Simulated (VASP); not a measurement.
# CrMo3 (Pm-3m) in VASP: notebook

The runs below take CrMo3 through single point, with PBEsol.

Everything below comes from runs of VASP 6.6.1. Logs are shortened: lines on timing, memory, paths and dates and some standing lists are left out, and cuts for length are marked.

### 1 The cell of the first run

Symmetry: Pm-3m, No. 221, cubic system. The conventional cell has a = 3.878 Å, b = 3.878 Å, c = 3.878 Å, α = 90.00°, β = 90.00°, γ = 90.00°. Within 3.6 Å of Mo (site symmetry 4/mmm) lie 8 Mo at 2.74 Å and 4 Cr at 2.74 Å. Within 3.6 Å of Cr (site symmetry m-3m) lie 12 Mo at 2.74 Å.

### 2 Single point, PBEsol, collinear spin, ferromagnetic start

Contents of INCAR:

```
SYSTEM = CrMo3
PREC = Accurate
ENCUT = 520
EDIFF = 1E-6
ISMEAR = 0
SIGMA = 0.1
LREAL = .FALSE.
LASPH = .TRUE.
NELM = 150
ALGO = Fast
ISIF = 2
LWAVE = .FALSE.
LCHARG = .TRUE.
ISPIN = 2
MAGMOM = 0 0 0 0.86
LORBIT = 11
LMAXMIX = 4
GGA = PS
LELF = .TRUE.
LVHAR = .TRUE.
NBANDS = 39
```

Contents of KPOINTS:

```
regular mesh
0
G
  12 12 12
  0 0 0
```

Contents of POSCAR:

```
CrMo3
1.0
    3.8784800205      0.0000000000      0.0000000000
    0.0000000000      3.8784800205      0.0000000000
    0.0000000000      0.0000000000      3.8784800205
Mo Cr
3 1
Direct
    0.0000000000      0.5000000000      0.5000000000
    0.5000000000      0.0000000000      0.5000000000
    0.5000000000      0.5000000000      0.0000000000
    0.0000000000      0.0000000000      0.0000000000
```

Potentials or basis: VASP PAW PBE potentials, release 64 (Mo_sv, Cr_pv).

Started as:

```console
$ cat potpaw_PBE.64/Mo_sv/POTCAR potpaw_PBE.64/Cr_pv/POTCAR > POTCAR
$ mpirun -np 1 vasp_std > vasp.out
```

OUTCAR:

```text
SYSTEM = CrMo3
   PREC = Accurate
   ENCUT = 520
   EDIFF = 1E-6
   ISMEAR = 0
   LREAL = .FALSE.
   LASPH = .TRUE.
   NELM = 150
   ISIF = 2
   ISPIN = 2
   LORBIT = 11
   GGA = PS

 ion  position               nearest neighbor table
   1  0.000  0.500  0.500-   2 2.74   3 2.74   4 2.74   3 2.74   4 2.74   2 2.74   4 2.74   4 2.74
                             2 2.74   3 2.74   3 2.74   2 2.74
   2  0.500  0.000  0.500-   1 2.74   3 2.74   4 2.74   3 2.74   4 2.74   1 2.74   3 2.74   3 2.74
                             1 2.74   4 2.74   4 2.74   1 2.74
   3  0.500  0.500  0.000-   1 2.74   2 2.74   4 2.74   1 2.74   2 2.74   2 2.74   4 2.74   2 2.74
                             1 2.74   4 2.74   1 2.74   4 2.74
   4  0.000  0.000  0.000-   1 2.74   2 2.74   3 2.74   1 2.74   2 2.74   1 2.74   3 2.74   1 2.74
                             2 2.74   3 2.74   2 2.74   3 2.74

  LATTYP: Found a simple cubic cell.
 ALAT       =     3.8784800205

  Lattice vectors:

 A1 = (   3.8784800205,   0.0000000000,   0.0000000000)
 A2 = (   0.0000000000,   3.8784800205,   0.0000000000)
 A3 = (   0.0000000000,   0.0000000000,   3.8784800205)

Analysis of symmetry for initial positions (statically):
=====================================================================
 Subroutine PRICEL returns:
 Original cell was already a primitive cell.

 Routine SETGRP: Setting up the symmetry group for a
 simple cubic supercell.

 Subroutine GETGRP returns: Found 48 space group operations
 (whereof 48 operations were pure point group operations)
 out of a pool of 48 trial point group operations.

The static configuration has the point symmetry O_h .

Analysis of symmetry for dynamics (positions and initial velocities):
=====================================================================
 Subroutine PRICEL returns:
 Original cell was already a primitive cell.

 Routine SETGRP: Setting up the symmetry group for a
 simple cubic supercell.

 Subroutine GETGRP returns: Found 48 space group operations
 (whereof 48 operations were pure point group operations)
 out of a pool of 48 trial point group operations.

The dynamic configuration has the point symmetry O_h .

Analysis of structural, dynamic, and magnetic symmetry:
=====================================================================
 Subroutine PRICEL returns:
 Original cell was already a primitive cell.

 Routine SETGRP: Setting up the symmetry group for a
 simple cubic supercell.

 Subroutine GETGRP returns: Found 48 space group operations
 (whereof 48 operations were pure point group operations)
 out of a pool of 48 trial point group operations.

The overall configuration has the point symmetry O_h .

 Subroutine INISYM returns: Found 48 space group operations
 (whereof 48 operations are pure point group operations),
 and found     1 'primitive' translations

----------------------------------------------------------------------------------------

                                     Primitive cell

  volume of cell :      58.3425

  direct lattice vectors                    reciprocal lattice vectors
     3.878480021  0.000000000  0.000000000     0.257832964  0.000000000  0.000000000
     0.000000000  3.878480021  0.000000000     0.000000000  0.257832964  0.000000000
     0.000000000  0.000000000  3.878480021     0.000000000  0.000000000  0.257832964

  length of vectors
     3.878480021  3.878480021  3.878480021     0.257832964  0.257832964  0.257832964

  position of ions in fractional coordinates (direct lattice)
     0.000000000  0.500000000  0.500000000
     0.500000000  0.000000000  0.500000000
     0.500000000  0.500000000  0.000000000
     0.000000000  0.000000000  0.000000000

  ion indices of the primitive-cell ions
   primitive index   ion index
                 1           1
                 2           2
                 3           3
                 4           4

----------------------------------------------------------------------------------------

 KPOINTS: regular mesh

Automatic generation of k-mesh.
 Grid dimensions read from file:
 generate k-points for:   12   12   12

 Generating k-lattice:

  Cartesian coordinates                     Fractional coordinates (reciprocal lattice)
     0.021486080  0.000000000  0.000000000     0.083333333  0.000000000  0.000000000
     0.000000000  0.021486080  0.000000000     0.000000000  0.083333333  0.000000000
     0.000000000  0.000000000  0.021486080     0.000000000  0.000000000  0.083333333

  Length of vectors
     0.021486080  0.021486080  0.021486080

  Shift w.r.t. Gamma in fractional coordinates (k-lattice)
     0.000000000  0.000000000  0.000000000

 Subroutine IBZKPT returns following result:
 ===========================================

 Found     84 irreducible k-points:

 Following reciprocal coordinates:
            Coordinates               Weight
  0.000000  0.000000  0.000000      1.000000
  0.083333  0.000000  0.000000      6.000000
  0.166667  0.000000  0.000000      6.000000
  0.250000  0.000000  0.000000      6.000000
  0.333333  0.000000  0.000000      6.000000
  0.416667  0.000000  0.000000      6.000000
[... 16 lines left out ...]
  0.333333  0.333333  0.000000     12.000000
  0.416667  0.333333  0.000000     24.000000
 [... further k-points ...]
   k-points           NKPTS =     84   k-points in BZ     NKDIM =     84   number of bands    NBANDS=     39
   number of dos      NEDOS =    301   number of ions     NIONS =      4
   total plane-waves  NPLWV =  27000
   dimension x,y,z NGX =    30 NGY =   30 NGZ =   30
   dimension x,y,z NGXF=    60 NGYF=   60 NGZF=   60
   ions per type =               3   1
   NGX,Y,Z   is equivalent  to a cutoff of  12.86, 12.86, 12.86 a.u.
   NGXF,Y,Z  is equivalent  to a cutoff of  25.72, 25.72, 25.72 a.u.
 SYSTEM =  CrMo3
   PREC   = accura    normal or accurate (medium, high low for compatibility)
   ISTART =      0    job   : 0-new  1-cont  2-samecut
   ICHARG =      2    charge: 1-file 2-atom 10-const
   ISPIN  =      2    spin polarized calculation?
   LNONCOLLINEAR =      F non collinear calculations
   LSORBIT =      F    spin-orbit coupling
   LASPH  =      T    aspherical Exc in radial PAW
   ENCUT  =  520.0 eV  38.22 Ry    6.18 a.u.   7.21  7.21  7.21*2*pi/ulx,y,z
   NELM   =    150;   NELMIN=  2; NELMDL= -5     # of ELM steps
   EDIFF  = 0.1E-05   stopping-criterion for ELM
   LREAL  =      F    real-space projection
   EDIFFG = 0.1E-04   stopping-criterion for IOM
   NSW    =      0    number of steps for IOM
   IBRION =     -1    ionic relax: 0-MD 1-quasi-New 2-CG
   NFREE  =      0    steps in history (QN), initial steepest desc. (CG)
   ISIF   =      2    stress and relaxation
   ISYM   =      2    0-nonsym 1-usesym 2-fastsym
   POTIM  = 0.5000    time-step for ionic-motion
   TEBEG  =    0.0;   TEEND  =   0.0 temperature during run
   PSTRESS=    0.0 pullay stress
   NELECT =      54.0000    total number of electrons
   NUPDOWN=      -1.0000    fix difference up-down
   EMIN   =  10.00;   EMAX   =-10.00  energy-range for DOS
   EFERMI =   0.00;   METHOD = LEGACY
   ISMEAR =     0;   SIGMA  =   0.10  broadening in eV -4-tet -1-fermi 0-gaus
   EFERMI_NEDOS =   21; number of points for ismear=-14 and -15
   IALGO  =     68    algorithm
   IMIX   =      4    mixing-type and parameters
     AMIX     =   0.40;   BMIX     =  1.00
     AMIX_MAG =   1.60;   BMIX_MAG =  1.00
  volume/ion in A,a.u.               =      14.59        98.43
  Fermi-wavevector in a.u.,A,eV,Ry     =   1.595430  3.014926 34.632244  2.545398
  Thomas-Fermi vector in A             =   2.693350
   LORBIT       =     11    0 simple, 1 ext, 2 COOP (PROOUT), +10 PAW based schemes
   GGA     = PS    functional components
   LHFCALC =     F    Hartree Fock is set to
   AEXX    =    0.0000 exact exchange contribution
   IVDW    =     0    specifies the selected vdW correction
   LEPSILON=     F    determine dielectric tensor
   LRPA    =     F    only Hartree local field effects (RPA)
 spin polarized calculation
 RMM-DIIS sequential band-by-band and
 Gauss-broadening in eV      SIGMA  =   0.10
  energy-cutoff  :      520.00
  volume of cell :       58.34
 maximum number of plane-waves:      1596
 NGX is ok and might be reduce to    30
   NGX = 15   NGY = 15   NGZ = 15

 number of electron      53.9999981 magnetization       0.0178977

 Free energy of the ion-electron system (eV)
  ---------------------------------------------------
  ext. energy  EPLUGINS =         0.00000000
  ---------------------------------------------------
  free energy    TOTEN  =       -43.72423348 eV

  energy without entropy =      -43.69886005  energy(sigma->0) =      -43.71154676

 E-fermi :  11.7683     XC(G=0): -13.5777

 val. band max:       11.7654642035   @ k =   0.4167   0.0833   0.0000
 cond. band min:      11.7722034619   @ k =   0.2500   0.2500   0.0000
 fundamental gap:      0.0067392584
 Fermi energy:        11.7682717836

 spin component 1

 k-point     1 :       0.0000    0.0000    0.0000
  band No.  band energies     occupation
      1     -48.7808      1.00000
      2     -48.4542      1.00000
      3     -48.4542      1.00000
      4     -30.7869      1.00000
      5     -30.7869      1.00000
      6     -30.7869      1.00000
[... 997 lines left out ...]
     38      18.7133      0.00000
     39      19.5502      0.00000

 [... further k-points ...]

 spin component 2

 k-point     1 :       0.0000    0.0000    0.0000
  band No.  band energies     occupation
      1     -48.7816      1.00000
      2     -48.4550      1.00000
      3     -48.4550      1.00000
      4     -30.7669      1.00000
      5     -30.7669      1.00000
      6     -30.7669      1.00000
[... 997 lines left out ...]
     38      18.7143      0.00000
     39      19.5528      0.00000

 [... further k-points ...]

------------------------ aborting loop because EDIFF is reached ----------------------------------------

  FORCE on cell =-STRESS in cart. coord.  units (eV):
  Direction    XX          YY          ZZ          XY          YZ          ZX
  --------------------------------------------------------------------------------------
  -------------------------------------------------------------------------------------
  Total        0.1128652      0.1128652      0.1128652      0.0000000     -0.0000000      0.0000000
  in kB        3.0994596      3.0994596      3.0994596      0.0000000     -0.0000000      0.0000000
  external PRESSURE =       3.0994596 kB  Pullay stress =       0.0000000 kB

 VOLUME and BASIS-vectors are now :
 -----------------------------------------------------------------------------
  energy-cutoff  :      520.00
  volume of cell :       58.34
      direct lattice vectors                 reciprocal lattice vectors
     3.878480021  0.000000000  0.000000000     0.257832964  0.000000000  0.000000000
     0.000000000  3.878480021  0.000000000     0.000000000  0.257832964  0.000000000
     0.000000000  0.000000000  3.878480021     0.000000000  0.000000000  0.257832964

 POSITION                                       TOTAL-FORCE (eV/Angst)
 -----------------------------------------------------------------------------------
      0.00000      1.93924      1.93924         0.000000      0.000000      0.000000
      1.93924      0.00000      1.93924         0.000000      0.000000      0.000000
      1.93924      1.93924      0.00000         0.000000      0.000000      0.000000
      0.00000      0.00000      0.00000         0.000000      0.000000      0.000000
 -----------------------------------------------------------------------------------
    total drift:                                0.000000      0.000000     -0.000000

  FREE ENERGIE OF THE ION-ELECTRON SYSTEM (eV)
  ---------------------------------------------------
  free  energy   TOTEN  =       -43.7242334761 eV

  energy  without entropy=      -43.6988600466  energy(sigma->0) =      -43.71154676

 total charge

# of ion       s       p       d       tot
------------------------------------------
    1        2.405   6.191   4.003  12.599
    2        2.405   6.191   4.003  12.599
    3        2.405   6.191   4.003  12.599
    4        0.402   6.339   4.160  10.901
--------------------------------------------------
tot          7.616  24.913  16.169  48.699

 magnetization (x)

# of ion       s       p       d       tot
------------------------------------------
    1       -0.000   0.000  -0.001  -0.001
    2       -0.000   0.000  -0.001  -0.001
    3       -0.000   0.000  -0.001  -0.001
    4        0.000   0.000   0.019   0.019
--------------------------------------------------
tot          0.000   0.000   0.016   0.016
```

Run time: 16 min. Hardware: 1 thread of Intel Xeon 8259CL, shared host; peak memory 0.38 GiB.

Results:

```yaml
Free_energy: -43.7242 eV
Pressure: 0.3 GPa
Band_gap_on_the_k_mesh: zero (filled and empty bands overlap)
Net_moment: 0.02 μB per cell
Valence_electrons_inside_the_program's_atomic_spheres: Mo 12.60; Cr 10.90
```

Caveat: the moments typed at the start vanished in this run; the PAW data sets were made with another functional, which shifts forces and pressure a little.

### 3 Single point, PBEsol, collinear spin, ferromagnetic start

Contents of INCAR:

```
SYSTEM = CrMo3
PREC     = Accurate       ! precision mode
ENCUT    = 520            ! plane-wave cutoff, eV
EDIFF    = 1E-6           ! SCF threshold, eV
ISMEAR   = 0              ! smearing method
SIGMA    = 0.1            ! smearing width, eV
LREAL    = .FALSE.        ! projectors in reciprocal space
LASPH    = .TRUE.         ! aspherical terms in the spheres
NELM     = 150            ! most SCF steps
ALGO     = Normal         ! electronic algorithm
ISIF     = 2              ! what is computed and relaxed
LWAVE    = .FALSE.        ! write WAVECAR
LCHARG   = .FALSE.        ! write CHGCAR
ISPIN    = 2              ! spin polarisation
MAGMOM   = 0.13 0.13 0.13 2.06 ! initial moments
LORBIT   = 11             ! projections on sites
NUPDOWN  = 2.5            ! fixed moment
LMAXMIX  = 4              ! l up to which the mixer works
GGA      = PS             ! functional
NBANDS   = 39             ! bands
```

KPOINTS is that of step 2.

POSCAR is that of step 2.

Potentials or basis: VASP PAW PBE potentials, release 64 (Mo_sv, Cr_pv).

Started as:

```console
$ cat potpaw_PBE.64/Mo_sv/POTCAR potpaw_PBE.64/Cr_pv/POTCAR > POTCAR
$ mpirun -np 1 vasp_std > vasp.out
```

Wall time 7.9 min (1 thread of Intel Xeon 8259CL, shared host); peak memory 0.38 GiB.

It converged, with:

```yaml
Free_energy: -43.6334 eV
Pressure: 3.8 GPa
Net_moment: 2.50 μB per cell
Site_moments: Mo +0.12; Cr +1.91 μB
Valence_electrons_inside_the_program's_atomic_spheres: Mo 12.60; Cr 10.90
```

Caveat: the cell stands under pressure; the PAW data sets were made with another functional, which shifts forces and pressure a little; the total moment is fixed, so each spin has its own Fermi level and the state may be an excited one.
